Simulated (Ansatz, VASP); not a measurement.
# Si5O in VASP and in Ansatz

```
Si O
1.0
     2.73288    0.00000    0.00000
    -1.36644    2.36675    0.00000
     0.00000    0.00000   11.95733
Si O
5 1
Direct
  0.66667 0.33333 0.86991
  0.00000 0.00000 0.68105
  0.66667 0.33333 0.50000
  0.00000 0.00000 0.31895
  0.66667 0.33333 0.13009
  0.00000 0.00000 0.00000
```

Change from the starting cell: species swapped into the MgCd5 type (P-6m2, No. 187).

Alike in both runs: functional PBE; k mesh 18 × 18 × 4; occupations gaussian, width 0.1 eV; no spin polarisation.

Ansatz relaxed the structure, and its values are those at the end. VASP's run is a single point on that final structure, the one shown.

|  | VASP | Ansatz |
| --- | --- | --- |
| version | VASP 6.6.1 | Ansatz 0.2.0 |
| potentials or method | VASP PAW PBE potentials, release 64 (Si, O), cutoff 520 eV | scalar-relativistic, plane waves, PAW |
| valence electrons in the cell | 26 | 26 |

```tsv
	VASP	Ansatz	Ansatz less VASP
gap on the k mesh at the Fermi level (eV)	none	none	-
pressure (GPa)	0.0	0.0	+0.01
```

A gap of «none» marks a metal or a gap that the smearing closes.
